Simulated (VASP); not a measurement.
A run of VASP 6.6.1 is set up as follows.

Contents of INCAR:

```
SYSTEM = Zr3Si
PREC = Accurate ; ENCUT = 520
EDIFF = 1E-7 ; ISMEAR = 0
SIGMA = 0.1 ; LREAL = .False.
LASPH = .True. ; NELM = 100
ALGO = Fast ; ISIF = 2
LWAVE = .False. ; LCHARG = .True.
GGA = PS ; LELF = .True.
LVHAR = .True. ; NBANDS = 50
```

KPOINTS

```
Automatic mesh
0
Gamma
  6 6 8
  0 0 0
```

The input POSCAR:

```
Zr3Si
1.0
    6.0166662085      0.0000000000      0.0000000000
   -3.0083331042      5.2105857826      0.0000000000
    0.0000000000      0.0000000000      4.9128345295
Zr Si
6 2
Direct
    0.3445895827      0.1722947914      0.7500000000
    0.8277052086      0.1722947914      0.7500000000
    0.8277052086      0.6554104173      0.7500000000
    0.6554104173      0.8277052086      0.2500000000
    0.1722947914      0.8277052086      0.2500000000
    0.1722947914      0.3445895827      0.2500000000
    0.6666666667      0.3333333333      0.2500000000
    0.3333333333      0.6666666667      0.7500000000
```

Potentials or basis: VASP PAW PBE potentials, release 64 (Zr_sv, Si).

The run is started by

```sh
$ cat potpaw_PBE.64/Zr_sv/POTCAR potpaw_PBE.64/Si/POTCAR > POTCAR
$ mpirun -np 1 vasp_std > vasp.out
```

(1) What does it give for the pressure?

(2) What does it give for the band gap on the k mesh?

Results:

(1) 0.1 GPa.

(2) zero (bands 40 and 41 overlap by 0.60 eV).

Caveat: the PAW data sets were made with another functional, which shifts forces and pressure a little.
